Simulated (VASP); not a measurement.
# H17ClO8 in VASP: a series of runs

The runs below take H17ClO8 through single point, with r2SCAN.

Program: VASP 6.6.1. These are calculated values, not measurements. Logs are shortened: lines on timing, memory, paths and dates and some standing lists are left out, and cuts for length are marked.

**1. The cell of the first run**

The cell holds an amorphous packing of atoms, 26 atoms: a = 6.398 Å, b = 6.398 Å, c = 6.398 Å, α = 90.00°, β = 90.00°, γ = 90.00°.

**2. Single point, r2SCAN**

POSCAR

```
H17ClO8
1.0
    6.3980140000      0.0000000000      0.0000000000
    0.0000000000      6.3980140000      0.0000000000
    0.0000000000      0.0000000000      6.3980140000
O H Cl
8 17 1
Direct
    0.9573908403      0.2616593212      0.3826812508
    0.3698960334      0.3470451925      0.1155514821
    0.3752727018      0.7766785131      0.0627382185
    0.1028600438      1.0475907055      0.9874783019
    0.6131590209      0.0188183396      0.8192073353
    0.1394338931      0.5243189527      0.5922931710
    0.1564860596      0.8742556675      0.4190988016
    0.5675042287      0.3277110678      0.4791174261
    0.8046403149      0.2547509274      0.4181453807
    0.9574689896      0.2845726815      0.2369016385
    0.5047347505      0.3257573366      0.0572365112
    0.2546571483      0.2673642165      0.0544700277
    0.4711618324      0.8268659618     -0.0391527746
    0.3836346716      0.6232871638      0.0675209526
    0.0613784215      1.0876187517      0.8475286237
    0.1990617714      0.9223018268      0.9726299442
    0.7219584077      0.1058609750      0.8768033330
    0.5661444317      0.0869175966      0.6919647253
    0.1165517925      0.6701298247      0.4985453298
    0.0635509707      0.4038440679      0.5096737831
    0.0538135740      0.9796633768      0.3867606417
    0.2340882655      0.8523895071      0.2923250871
    0.5691609928      0.4343691652      0.5931059232
    0.4782890441      0.3573921533      0.3645662545
    1.0470905503      0.5407928148      0.7201297153
    0.8220519680      0.4875731751      0.9346181487
```

INCAR.step1

```
SYSTEM = H17ClO8
PREC = Accurate
ENCUT = 520
ISMEAR = -1
SIGMA = 0.02
LREAL = Auto
LASPH = .TRUE.
NELM = 100
NBANDS = 55
GGA = PE
ALGO = Normal
EDIFF = 1E-4
LWAVE = .TRUE.
LCHARG = .FALSE.
```

INCAR.step2

```
SYSTEM = H17ClO8
PREC = Accurate
ENCUT = 520
EDIFF = 1E-6
ISMEAR = -1
SIGMA = 0.02
LREAL = Auto
LASPH = .TRUE.
NELM = 100
ALGO = Normal
ISIF = 2
LWAVE = .FALSE.
LCHARG = .TRUE.
METAGGA = R2SCAN
LMIXTAU = .TRUE.
LELF = .TRUE.
LVHAR = .TRUE.
NBANDS = 55
ISTART = 1
```

KPOINTS

```
regular mesh
0
G
  1 1 1
  0 0 0
```

Potentials or basis: VASP PAW PBE potentials, release 64 (O, H, Cl).

The run is started by

```bash
$ cat potpaw_PBE.64/O/POTCAR potpaw_PBE.64/H/POTCAR potpaw_PBE.64/Cl/POTCAR > POTCAR
$ cp INCAR.step1 INCAR
$ mpirun -np 1 vasp_gam > vasp.out
$ cp INCAR.step2 INCAR
$ mpirun -np 1 vasp_gam > vasp.out
```

OUTCAR:

```text
SYSTEM = H17ClO8
   PREC = Accurate
   ENCUT = 520
   EDIFF = 1E-6
   ISMEAR = -1
   LREAL = Auto
   LASPH = .TRUE.
   NELM = 100
   ISIF = 2
   METAGGA = R2SCAN
   ISTART = 1

 ion  position               nearest neighbor table
   1  0.957  0.262  0.383-  10 0.94   9 1.00  20 1.40
   2  0.370  0.347  0.116-  11 0.95  12 0.98
   3  0.375  0.777  0.063-  13 0.95  14 0.98
   4  0.103  0.048  0.987-  15 0.97  16 1.02
   5  0.613  0.019  0.819-  17 0.96  18 0.97
   6  0.139  0.524  0.592-  25 1.01  20 1.05  19 1.12
   7  0.156  0.874  0.419-  22 0.96  21 0.96  19 1.42
   8  0.568  0.328  0.479-  24 0.95  23 1.00
   9  0.805  0.255  0.418-   1 1.00
  10  0.957  0.285  0.237-   1 0.94
  11  0.505  0.326  0.057-   2 0.95
  12  0.255  0.267  0.054-   2 0.98
  13  0.471  0.827  0.961-   3 0.95
  14  0.384  0.623  0.068-   3 0.98
  15  0.061  0.088  0.848-   4 0.97
  16  0.199  0.922  0.973-   4 1.02
  17  0.722  0.106  0.877-   5 0.96
  18  0.566  0.087  0.692-   5 0.97
  19  0.117  0.670  0.499-   6 1.12   7 1.42
  20  0.064  0.404  0.510-   6 1.05   1 1.40
  21  0.054  0.980  0.387-   7 0.96
  22  0.234  0.852  0.292-   7 0.96
  23  0.569  0.434  0.593-   8 1.00
  24  0.478  0.357  0.365-   8 0.95
  25  0.047  0.541  0.720-   6 1.01
  26  0.822  0.488  0.935-

  LATTYP: Found a simple cubic cell.
 ALAT       =     6.3980140000

  Lattice vectors:

 A1 = (   6.3980140000,   0.0000000000,   0.0000000000)
 A2 = (   0.0000000000,   6.3980140000,   0.0000000000)
 A3 = (   0.0000000000,   0.0000000000,   6.3980140000)

Analysis of symmetry for initial positions (statically):
=====================================================================
 Subroutine PRICEL returns:
 Original cell was already a primitive cell.

 Routine SETGRP: Setting up the symmetry group for a
 simple cubic supercell.

 Subroutine GETGRP returns: Found  1 space group operations
 (whereof  1 operations were pure point group operations)
 out of a pool of 48 trial point group operations.

The static configuration has the point symmetry C_1 .

Analysis of symmetry for dynamics (positions and initial velocities):
=====================================================================
 Subroutine PRICEL returns:
 Original cell was already a primitive cell.

 Routine SETGRP: Setting up the symmetry group for a
 simple cubic supercell.

 Subroutine GETGRP returns: Found  1 space group operations
 (whereof  1 operations were pure point group operations)
 out of a pool of 48 trial point group operations.

The dynamic configuration has the point symmetry C_1 .

 Subroutine INISYM returns: Found  1 space group operations
 (whereof  1 operations are pure point group operations),
 and found     1 'primitive' translations

----------------------------------------------------------------------------------------

                                     Primitive cell

  volume of cell :     261.9000

  direct lattice vectors                    reciprocal lattice vectors
     6.398014000  0.000000000  0.000000000     0.156298501  0.000000000  0.000000000
     0.000000000  6.398014000  0.000000000     0.000000000  0.156298501  0.000000000
     0.000000000  0.000000000  6.398014000     0.000000000  0.000000000  0.156298501

  length of vectors
     6.398014000  6.398014000  6.398014000     0.156298501  0.156298501  0.156298501

  position of ions in fractional coordinates (direct lattice)
     0.957390840  0.261659321  0.382681251
     0.369896033  0.347045192  0.115551482
     0.375272702  0.776678513  0.062738219
     0.102860044  0.047590705  0.987478302
     0.613159021  0.018818340  0.819207335
     0.139433893  0.524318953  0.592293171
[... 18 lines left out ...]
     0.047090550  0.540792815  0.720129715
     0.822051968  0.487573175  0.934618149

  ion indices of the primitive-cell ions
   primitive index   ion index
                 1           1
                 2           2
                 3           3
                 4           4
                 5           5
                 6           6
[... 18 lines left out ...]
                25          25
                26          26

----------------------------------------------------------------------------------------

 KPOINTS: regular mesh

Automatic generation of k-mesh.
 Grid dimensions read from file:
 generate k-points for:    1    1    1

 Generating k-lattice:

  Cartesian coordinates                     Fractional coordinates (reciprocal lattice)
     0.156298501  0.000000000  0.000000000     1.000000000  0.000000000  0.000000000
     0.000000000  0.156298501  0.000000000     0.000000000  1.000000000  0.000000000
     0.000000000  0.000000000  0.156298501     0.000000000  0.000000000  1.000000000

  Length of vectors
     0.156298501  0.156298501  0.156298501

  Shift w.r.t. Gamma in fractional coordinates (k-lattice)
     0.000000000  0.000000000  0.000000000

 Subroutine IBZKPT returns following result:
 ===========================================

 Found      1 irreducible k-points:

 Following reciprocal coordinates:
            Coordinates               Weight
  0.000000  0.000000  0.000000      1.000000
   k-points           NKPTS =      1   k-points in BZ     NKDIM =      1   number of bands    NBANDS=     55
   number of dos      NEDOS =    301   number of ions     NIONS =     26
   total plane-waves  NPLWV = 110592
   dimension x,y,z NGX =    48 NGY =   48 NGZ =   48
   dimension x,y,z NGXF=    96 NGYF=   96 NGZF=   96
   ions per type =               8  17   1
   NGX,Y,Z   is equivalent  to a cutoff of  12.47, 12.47, 12.47 a.u.
   NGXF,Y,Z  is equivalent  to a cutoff of  24.94, 24.94, 24.94 a.u.
 SYSTEM =  H17ClO8
   PREC   = accura    normal or accurate (medium, high low for compatibility)
   ISTART =      1    job   : 0-new  1-cont  2-samecut
   ICHARG =      0    charge: 1-file 2-atom 10-const
   ISPIN  =      1    spin polarized calculation?
   LNONCOLLINEAR =      F non collinear calculations
   LSORBIT =      F    spin-orbit coupling
   LASPH  =      T    aspherical Exc in radial PAW
   ENCUT  =  520.0 eV  38.22 Ry    6.18 a.u.  11.90 11.90 11.90*2*pi/ulx,y,z
   NELM   =    100;   NELMIN=  2; NELMDL=  0     # of ELM steps
   EDIFF  = 0.1E-05   stopping-criterion for ELM
   LREAL  =      T    real-space projection
   EDIFFG = 0.1E-04   stopping-criterion for IOM
   NSW    =      0    number of steps for IOM
   IBRION =     -1    ionic relax: 0-MD 1-quasi-New 2-CG
   NFREE  =      0    steps in history (QN), initial steepest desc. (CG)
   ISIF   =      2    stress and relaxation
   ISYM   =      2    0-nonsym 1-usesym 2-fastsym
   POTIM  = 0.5000    time-step for ionic-motion
   TEBEG  =    0.0;   TEEND  =   0.0 temperature during run
   PSTRESS=    0.0 pullay stress
   NELECT =      72.0000    total number of electrons
   NUPDOWN=      -1.0000    fix difference up-down
   EMIN   =  10.00;   EMAX   =-10.00  energy-range for DOS
   EFERMI =   0.00;   METHOD = LEGACY
   ISMEAR =    -1;   SIGMA  =   0.02  broadening in eV -4-tet -1-fermi 0-gaus
   EFERMI_NEDOS =   21; number of points for ismear=-14 and -15
   IALGO  =     38    algorithm
   IMIX   =      4    mixing-type and parameters
     AMIX     =   0.40;   BMIX     =  1.00
     AMIX_MAG =   1.60;   BMIX_MAG =  1.00
  volume/ion in A,a.u.               =      10.07        67.98
  Fermi-wavevector in a.u.,A,eV,Ry     =   1.064487  2.011589 15.417213  1.133133
  Thomas-Fermi vector in A             =   2.200007
   LORBIT       =      0    0 simple, 1 ext, 2 COOP (PROOUT), +10 PAW based schemes
   METAGGA = R2SCAN    functional components
   LHFCALC =     F    Hartree Fock is set to
   AEXX    =    0.0000 exact exchange contribution
   IVDW    =     0    specifies the selected vdW correction
   LEPSILON=     F    determine dielectric tensor
   LRPA    =     F    only Hartree local field effects (RPA)
 non-spin polarized calculation
  energy-cutoff  :      520.00
  volume of cell :      261.90
 maximum number of plane-waves:      3538
 NGX is ok and might be reduce to    48
   NGX = 23   NGY = 23   NGZ = 23

 number of electron      71.9999986 magnetization

 Free energy of the ion-electron system (eV)
  ---------------------------------------------------
  ext. energy  EPLUGINS =         0.00000000
  ---------------------------------------------------
  free energy    TOTEN  =      -137.22582268 eV

  energy without entropy =     -137.22582268  energy(sigma->0) =     -137.22582268

 E-fermi :  -2.4727     XC(G=0):  -7.3903

 val. band max:       -3.0522886755   @ k =   0.0000   0.0000   0.0000
 cond. band min:       1.9073906311   @ k =   0.0000   0.0000   0.0000
 fundamental gap:      4.9596793066
 Fermi energy:        -2.4727346498

 k-point     1 :       0.0000    0.0000    0.0000
  band No.  band energies     occupation
      1     -24.8068      2.00000
      2     -23.9551      2.00000
      3     -23.8258      2.00000
      4     -23.5997      2.00000
      5     -23.3080      2.00000
      6     -23.1112      2.00000
[... 40 lines left out ...]
     47       7.5999      0.00000
     48       7.7263      0.00000
 [bands above 48 left out]

------------------------ aborting loop because EDIFF is reached ----------------------------------------

  FORCE on cell =-STRESS in cart. coord.  units (eV):
  Direction    XX          YY          ZZ          XY          YZ          ZX
  --------------------------------------------------------------------------------------
  -------------------------------------------------------------------------------------
  Total        2.7500513     -0.7025786      1.5491208     -0.9372013     -0.4155836     -0.7624741
  in kB       16.8234795     -4.2980351      9.4767695     -5.7333427     -2.5423385     -4.6644468
  external PRESSURE =       7.3340713 kB  Pullay stress =       0.0000000 kB

 VOLUME and BASIS-vectors are now :
 -----------------------------------------------------------------------------
  energy-cutoff  :      520.00
  volume of cell :      261.90
      direct lattice vectors                 reciprocal lattice vectors
     6.398014000  0.000000000  0.000000000     0.156298501  0.000000000  0.000000000
     0.000000000  6.398014000  0.000000000     0.000000000  0.156298501  0.000000000
     0.000000000  0.000000000  6.398014000     0.000000000  0.000000000  0.156298501

 POSITION                                       TOTAL-FORCE (eV/Angst)
 -----------------------------------------------------------------------------------
      6.12540      1.67410      2.44840        -0.684977     -1.244911      1.279171
      2.36660      2.22040      0.73930        -0.780035      1.316823      1.222122
      2.40100      4.96920      0.40140        -0.819401     -1.100359      0.808943
      0.65810      0.30449      6.31790         0.099125     -0.003510     -0.668833
      3.92300      0.12040      5.24130        -0.263580     -0.244616     -0.328414
      0.89210      3.35460      3.78950        -0.806432      1.111574     -0.289192
[... 18 lines left out ...]
      0.30129      3.46000      4.60740         0.168947     -0.143579     -0.097781
      5.25950      3.11950      5.97970         0.051374     -0.210688     -0.125120
 -----------------------------------------------------------------------------------
    total drift:                               -0.003287      0.000455      0.007490

  FREE ENERGIE OF THE ION-ELECTRON SYSTEM (eV)
  ---------------------------------------------------
  free  energy   TOTEN  =      -137.2258226767 eV

  energy  without entropy=     -137.2258226767  energy(sigma->0) =     -137.22582268
```

Run time: 62 s. Hardware: 1 thread of Intel Xeon 6975P-C (Granite Rapids), shared host; peak memory 0.32 GiB.

Results:

- Free energy: -137.2258 eV
- Pressure: 0.7 GPa
- Largest force: 3.022 eV/Å
- Band gap on the k mesh: 4.96 eV

Forces in eV/Å, atoms in the order of the input:
```
O   -0.685 -1.245  1.279
O   -0.780  1.317  1.222
O   -0.819 -1.100  0.809
O    0.099 -0.004 -0.669
O   -0.264 -0.245 -0.328
O   -0.806  1.112 -0.289
O   -0.173 -0.803  0.757
O    1.446 -0.036  2.653
H    0.153  0.542  0.134
H    0.170  0.436 -1.677
H    0.569 -0.548 -0.984
H    0.517 -0.758 -0.293
H    1.326  0.629 -0.663
H   -0.176  0.142 -0.065
H   -0.010 -0.094  0.172
H   -0.683  0.661  0.437
H    0.077  0.201  0.012
H    0.088  0.147  0.065
H    0.589 -0.431  0.910
H    0.228  0.290 -0.224
H   -0.356  0.474  0.009
H    0.696 -0.059 -0.785
H   -0.201 -0.791 -1.309
H   -1.227  0.516 -0.952
H    0.169 -0.144 -0.098
Cl   0.051 -0.211 -0.125
```

Levels at points of the mesh, in eV from the valence-band top:
```csv
k point,band 34,band 35,band 36,band 37,band 38,band 39
"(0.00, 0.00, 0.00)",-0.35,-0.16,0.00,4.96,7.84,8.39
```

Caveat: the k points lie up to 0.98 Å⁻¹ apart; the PAW data sets were made with another functional, which shifts forces and pressure a little.

[end of part 1 of 2]
